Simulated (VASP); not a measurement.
# Si2W (e600) (I4/mmm) in VASP: single point with PBE

Aim: the single point of Si2W (e600) with PBE.

Everything below comes from runs of VASP 6.6.1. Logs are shortened: lines on timing, memory, paths and dates and some standing lists are left out, and cuts for length are marked.

## 1. The cell of the first run

It takes space group I4/mmm (No. 139, tetragonal). Conventional cell: a = 3.229 Å, b = 3.229 Å, c = 7.867 Å, α = 90.00°, β = 90.00°, γ = 90.00°. Within 3.4 Å of Si (site symmetry 4mm) lie 9 Si at 2.60 to 3.23 Å and 5 W at 2.63 Å. Within 3.5 Å of W (site symmetry 4/mmm) lie 10 Si at 2.63 Å and 4 W at 3.23 Å.

## 2. Single point, PBE

Contents of INCAR:

```
ALGO     = Normal         # electronic algorithm
EDIFF    = 1E-6           # SCF threshold, eV
ENCUT    = 500            # plane-wave cutoff, eV
GGA      = PE             # functional
GGA_COMPAT= F            
ISIF     = 2              # what is computed and relaxed
ISMEAR   = 0              # smearing method
LASPH    = T              # aspherical terms in the spheres
LCHARG   = F              # write CHGCAR
LREAL    = F              # projectors in reciprocal space
LWAVE    = F              # write WAVECAR
NBANDS   = 18             # bands
NELM     = 120            # most SCF steps
PREC     = Accurate       # precision mode
SIGMA    = 0.1            # smearing width, eV
```

Contents of KPOINTS:

```
k-points
0
Gamma
  18 18 18
```

Contents of POSCAR:

```
Si2W
1.0
   -1.6145236899      1.6145236899      3.9334967067
    1.6145236899     -1.6145236899      3.9334967067
    1.6145236899      1.6145236899     -3.9334967067
Si W
2 1
Direct
    0.3345581355      0.3345581355      0.0000000000
    0.6654418645      0.6654418645      0.0000000000
    0.0000000000      0.0000000000      0.0000000000
```

Potentials or basis: VASP PAW PBE potentials, release 64 (Si, W_sv).

The run is started by

```sh
cat potpaw_PBE.64/Si/POTCAR potpaw_PBE.64/W_sv/POTCAR > POTCAR
mpirun -np 1 vasp_std > vasp.out
```

OUTCAR:

```text
EDIFF = 1E-6
   ENCUT = 500
   GGA = PE
   ISIF = 2
   ISMEAR = 0
   LASPH = T
   LREAL = F
   NELM = 120
   PREC = Accurate

 ion  position               nearest neighbor table
   1  0.335  0.335  0.000-   2 2.60   3 2.63   3 2.63   3 2.63   3 2.63   3 2.63   2 2.64   2 2.64
                             2 2.64   2 2.64
   2  0.665  0.665  0.000-   1 2.60   3 2.63   3 2.63   3 2.63   3 2.63   3 2.63   1 2.64   1 2.64
                             1 2.64   1 2.64
   3  0.000  0.000  0.000-   1 2.63   2 2.63   2 2.63   2 2.63   2 2.63   1 2.63   1 2.63   1 2.63
                             1 2.63   2 2.63

  LATTYP: Found a body centered tetragonal cell.
 ALAT       =     3.2290473798
 C/A-ratio  =     2.4363202171

  Lattice vectors:

 A1 = (  -1.6145236899,   1.6145236899,   3.9334967067)
 A2 = (   1.6145236899,  -1.6145236899,   3.9334967067)
 A3 = (   1.6145236899,   1.6145236899,  -3.9334967067)

Analysis of symmetry for initial positions (statically):
=====================================================================
 Subroutine PRICEL returns:
 Original cell was already a primitive cell.

 Routine SETGRP: Setting up the symmetry group for a
 body centered tetragonal supercell.

 Subroutine GETGRP returns: Found 16 space group operations
 (whereof 16 operations were pure point group operations)
 out of a pool of 16 trial point group operations.

The static configuration has the point symmetry D_4h.

Analysis of symmetry for dynamics (positions and initial velocities):
=====================================================================
 Subroutine PRICEL returns:
 Original cell was already a primitive cell.

 Routine SETGRP: Setting up the symmetry group for a
 body centered tetragonal supercell.

 Subroutine GETGRP returns: Found 16 space group operations
 (whereof 16 operations were pure point group operations)
 out of a pool of 16 trial point group operations.

The dynamic configuration has the point symmetry D_4h.

 Subroutine INISYM returns: Found 16 space group operations
 (whereof 16 operations are pure point group operations),
 and found     1 'primitive' translations

----------------------------------------------------------------------------------------

                                     Primitive cell

  volume of cell :      41.0136

  direct lattice vectors                    reciprocal lattice vectors
    -1.614523690  1.614523690  3.933496707     0.000000000  0.309688859  0.127113364
     1.614523690 -1.614523690  3.933496707     0.309688859  0.000000000  0.127113364
     1.614523690  1.614523690 -3.933496707     0.309688859  0.309688859  0.000000000

  length of vectors
     4.548161148  4.548161148  4.548161148     0.334761104  0.334761104  0.437966185

  position of ions in fractional coordinates (direct lattice)
     0.334558136  0.334558136  0.000000000
     0.665441864  0.665441864  0.000000000
     0.000000000  0.000000000  0.000000000

  ion indices of the primitive-cell ions
   primitive index   ion index
                 1           1
                 2           2
                 3           3

----------------------------------------------------------------------------------------

 KPOINTS: k-points

Automatic generation of k-mesh.
 Grid dimensions read from file:
 generate k-points for:   18   18   18

 Generating k-lattice:

  Cartesian coordinates                     Fractional coordinates (reciprocal lattice)
     0.000000000  0.017204937  0.007061854     0.055555556  0.000000000  0.000000000
     0.017204937  0.000000000  0.007061854     0.000000000  0.055555556  0.000000000
     0.017204937  0.017204937  0.000000000     0.000000000  0.000000000  0.055555556

  Length of vectors
     0.018597839  0.018597839  0.024331455

  Shift w.r.t. Gamma in fractional coordinates (k-lattice)
     0.000000000  0.000000000  0.000000000

 Subroutine IBZKPT returns following result:
 ===========================================

 Found    480 irreducible k-points:

 Following reciprocal coordinates:
            Coordinates               Weight
  0.000000  0.000000  0.000000      1.000000
  0.055556  0.000000 -0.000000      8.000000
  0.111111  0.000000 -0.000000      8.000000
  0.166667  0.000000 -0.000000      8.000000
  0.222222  0.000000 -0.000000      8.000000
  0.277778  0.000000 -0.000000      8.000000
[... 16 lines left out ...]
 -0.277778  0.055556  0.000000     16.000000
 -0.222222  0.055556  0.000000     16.000000
 [... further k-points ...]
   k-points           NKPTS =    480   k-points in BZ     NKDIM =    480   number of bands    NBANDS=     18
   number of dos      NEDOS =    301   number of ions     NIONS =      3
   total plane-waves  NPLWV =  46656
   dimension x,y,z NGX =    36 NGY =   36 NGZ =   36
   dimension x,y,z NGXF=    72 NGYF=   72 NGZF=   72
   ions per type =               2   1
   NGX,Y,Z   is equivalent  to a cutoff of  13.16, 13.16, 13.16 a.u.
   NGXF,Y,Z  is equivalent  to a cutoff of  26.32, 26.32, 26.32 a.u.
 SYSTEM =  unknown system
   PREC   = accura    normal or accurate (medium, high low for compatibility)
   ISTART =      0    job   : 0-new  1-cont  2-samecut
   ICHARG =      2    charge: 1-file 2-atom 10-const
   ISPIN  =      1    spin polarized calculation?
   LNONCOLLINEAR =      F non collinear calculations
   LSORBIT =      F    spin-orbit coupling
   LASPH  =      T    aspherical Exc in radial PAW
   ENCUT  =  500.0 eV  36.75 Ry    6.06 a.u.   8.29  8.29  8.29*2*pi/ulx,y,z
   NELM   =    120;   NELMIN=  2; NELMDL= -5     # of ELM steps
   EDIFF  = 0.1E-05   stopping-criterion for ELM
   LREAL  =      F    real-space projection
   EDIFFG = 0.1E-04   stopping-criterion for IOM
   NSW    =      0    number of steps for IOM
   IBRION =     -1    ionic relax: 0-MD 1-quasi-New 2-CG
   NFREE  =      0    steps in history (QN), initial steepest desc. (CG)
   ISIF   =      2    stress and relaxation
   ISYM   =      2    0-nonsym 1-usesym 2-fastsym
   POTIM  = 0.5000    time-step for ionic-motion
   TEBEG  =    0.0;   TEEND  =   0.0 temperature during run
   PSTRESS=    0.0 pullay stress
   NELECT =      22.0000    total number of electrons
   NUPDOWN=      -1.0000    fix difference up-down
   EMIN   =  10.00;   EMAX   =-10.00  energy-range for DOS
   EFERMI =   0.00;   METHOD = LEGACY
   ISMEAR =     0;   SIGMA  =   0.10  broadening in eV -4-tet -1-fermi 0-gaus
   EFERMI_NEDOS =   21; number of points for ismear=-14 and -15
   IALGO  =     38    algorithm
   IMIX   =      4    mixing-type and parameters
     AMIX     =   0.40;   BMIX     =  1.00
     AMIX_MAG =   1.60;   BMIX_MAG =  1.00
  volume/ion in A,a.u.               =      13.67        92.26
  Fermi-wavevector in a.u.,A,eV,Ry     =   1.330168  2.513653 24.073428  1.769347
  Thomas-Fermi vector in A             =   2.459275
   LORBIT       =      0    0 simple, 1 ext, 2 COOP (PROOUT), +10 PAW based schemes
   GGA     = PE    functional components
   LHFCALC =     F    Hartree Fock is set to
   AEXX    =    0.0000 exact exchange contribution
   IVDW    =     0    specifies the selected vdW correction
   LEPSILON=     F    determine dielectric tensor
   LRPA    =     F    only Hartree local field effects (RPA)
 non-spin polarized calculation
 Gauss-broadening in eV      SIGMA  =   0.10
  energy-cutoff  :      500.00
  volume of cell :       41.01
 maximum number of plane-waves:      1062
 NGX is ok and might be reduce to    36
   NGX = 17   NGY = 17   NGZ = 17

 number of electron      22.0000000 magnetization

 Free energy of the ion-electron system (eV)
  ---------------------------------------------------
  ext. energy  EPLUGINS =         0.00000000
  ---------------------------------------------------
  free energy    TOTEN  =       -24.81569150 eV

  energy without entropy =      -24.81478527  energy(sigma->0) =      -24.81523838

 E-fermi :  11.7586     XC(G=0): -12.4610

 val. band max:       11.7386240238   @ k =  -0.3889   0.5000   0.3333
 cond. band min:      11.7959320496   @ k =  -0.3889  -0.4444   0.3889
 fundamental gap:      0.0573080258
 Fermi energy:        11.7586462392

 k-point     1 :       0.0000    0.0000    0.0000
  band No.  band energies     occupation
      1     -62.1261      2.00000
      2     -26.3733      2.00000
      3     -26.3596      2.00000
      4     -26.3595      2.00000
      5      -2.2031      2.00000
      6       4.9988      2.00000
[... 10 lines left out ...]
     17      17.3554      0.00000
     18      17.3554      0.00000

 k-point     2 :       0.0556    0.0000   -0.0000
  band No.  band energies     occupation
      1     -62.1259      2.00000
      2     -26.3728      2.00000
      3     -26.3658      2.00000
      4     -26.3590      2.00000
      5      -2.1449      2.00000
      6       5.0020      2.00000
[... 10 lines left out ...]
     17      17.3593      0.00000
     18      17.5820      0.00000

 k-point     3 :       0.1111    0.0000   -0.0000
  band No.  band energies     occupation
      1     -62.1253      2.00000
      2     -26.3839      2.00000
      3     -26.3714      2.00000
      4     -26.3573      2.00000
      5      -1.9712      2.00000
      6       5.0021      2.00000
[... 10 lines left out ...]
     17      17.4144      0.00000
     18      18.1369      0.00000

 k-point     4 :       0.1667    0.0000   -0.0000
  band No.  band energies     occupation
      1     -62.1243      2.00000
      2     -26.4114      2.00000
      3     -26.3694      2.00000
      4     -26.3548      2.00000
      5      -1.6861      2.00000
      6       4.9647      2.00000
[... 10 lines left out ...]
     17      17.6930      0.00000
     18      18.9053      0.00000

 k-point     5 :       0.2222    0.0000   -0.0000
  band No.  band energies     occupation
      1     -62.1232      2.00000
      2     -26.4450      2.00000
      3     -26.3668      2.00000
      4     -26.3518      2.00000
      5      -1.2954      2.00000
      6       4.8199      2.00000
[... 10 lines left out ...]
     17      18.2950      0.00000
     18      19.8318      0.00000

 k-point     6 :       0.2778    0.0000   -0.0000
  band No.  band energies     occupation
      1     -62.1220      2.00000
      2     -26.4805      2.00000
      3     -26.3641      2.00000
      4     -26.3485      2.00000
      5      -0.8076      2.00000
      6       4.4885      2.00000
[... 10 lines left out ...]
     17      18.8466      0.00000
     18      20.4824      0.00000

 k-point     7 :       0.3333    0.0000    0.0000
  band No.  band energies     occupation
      1     -62.1208      2.00000
      2     -26.5136      2.00000
      3     -26.3615      2.00000
      4     -26.3454      2.00000
      5      -0.2334      2.00000
      6       3.9698      2.00000
[... 10 lines left out ...]
     17      18.8446      0.00000
     18      20.4228      0.00000

 k-point     8 :       0.3889    0.0000   -0.0000
  band No.  band energies     occupation
      1     -62.1199      2.00000
      2     -26.5405      2.00000
      3     -26.3594      2.00000
      4     -26.3429      2.00000
      5       0.4139      2.00000
      6       3.3252      2.00000
[... 10 lines left out ...]
     17      18.5964      0.00000
     18      19.4004      0.00000
[... 229 lines left out ...]
     17      18.5472      0.00000
     18      18.6828      0.00000

 k-point    20 :      -0.4444    0.0556    0.0000
  band No.  band energies     occupation
      1     -62.1191      2.00000
      2     -26.5571      2.00000
      3     -26.3572      2.00000
      4     -26.3472      2.00000
      5       1.0623      2.00000
      6       2.7257      2.00000
[... 10 lines left out ...]
     17      18.6509      0.00000
     18      19.1895      0.00000

 k-point    21 :      -0.3889    0.0556    0.0000
  band No.  band energies     occupation
      1     -62.1197      2.00000
      2     -26.5396      2.00000
      3     -26.3584      2.00000
      4     -26.3488      2.00000
      5       0.3651      2.00000
      6       3.4439      2.00000
[... 10 lines left out ...]
     17      18.8100      0.00000
     18      20.0845      0.00000

 k-point    22 :      -0.3333    0.0556    0.0000
  band No.  band energies     occupation
      1     -62.1206      2.00000
      2     -26.5128      2.00000
      3     -26.3604      2.00000
      4     -26.3514      2.00000
      5      -0.2725      2.00000
      6       4.1173      2.00000
[... 10 lines left out ...]
     17      18.9676      0.00000
     18      19.8997      0.00000

 k-point    23 :      -0.2778    0.0556    0.0000
  band No.  band energies     occupation
      1     -62.1217      2.00000
      2     -26.4797      2.00000
      3     -26.3629      2.00000
      4     -26.3545      2.00000
      5      -0.8339      2.00000
      6       4.7018      2.00000
[... 10 lines left out ...]
     17      18.6506      0.00000
     18      19.7637      0.00000

 k-point    24 :      -0.2222    0.0556    0.0000
  band No.  band energies     occupation
      1     -62.1230      2.00000
      2     -26.4442      2.00000
      3     -26.3656      2.00000
      4     -26.3578      2.00000
      5      -1.3065      2.00000
      6       5.0929      2.00000
[... 10 lines left out ...]
     17      17.9609      0.00000
     18      19.8896      0.00000

 [... further k-points ...]
[... 5 lines left out ...]
  --------------------------------------------------------------------------------------
  -------------------------------------------------------------------------------------
  Total        0.0228946      0.0228946      0.0042484      0.0000000      0.0000000     -0.0000000
  in kB        0.8943664      0.8943664      0.1659615      0.0000000      0.0000000     -0.0000000
  external PRESSURE =       0.6515648 kB  Pullay stress =       0.0000000 kB

 VOLUME and BASIS-vectors are now :
 -----------------------------------------------------------------------------
  energy-cutoff  :      500.00
  volume of cell :       41.01
      direct lattice vectors                 reciprocal lattice vectors
    -1.614523690  1.614523690  3.933496707     0.000000000  0.309688859  0.127113364
     1.614523690 -1.614523690  3.933496707     0.309688859  0.000000000  0.127113364
     1.614523690  1.614523690 -3.933496707     0.309688859  0.309688859  0.000000000

 POSITION                                       TOTAL-FORCE (eV/Angst)
 -----------------------------------------------------------------------------------
      0.00000      0.00000      2.63197        -0.000000     -0.000000     -0.001422
      0.00000      0.00000      5.23503        -0.000000     -0.000000      0.001422
      0.00000      0.00000      0.00000         0.000000      0.000000     -0.000000
 -----------------------------------------------------------------------------------
    total drift:                               -0.000000     -0.000000      0.000000

  FREE ENERGIE OF THE ION-ELECTRON SYSTEM (eV)
  ---------------------------------------------------
  free  energy   TOTEN  =       -24.8156914960 eV

  energy  without entropy=      -24.8147852700  energy(sigma->0) =      -24.81523838
```

It took 6.3 min on 1 thread of Intel Xeon 6975P-C, shared host; peak memory 0.45 GiB.

What came out:

- Free energy: -24.8157 eV
- Pressure: 0.1 GPa
- Band gap on the k mesh: zero (band 11 reaches 12.49 eV, above the bottom of band 12 at 11.24 eV)

Caveat: spin-orbit coupling is left out, which moves the levels of the heavy elements.
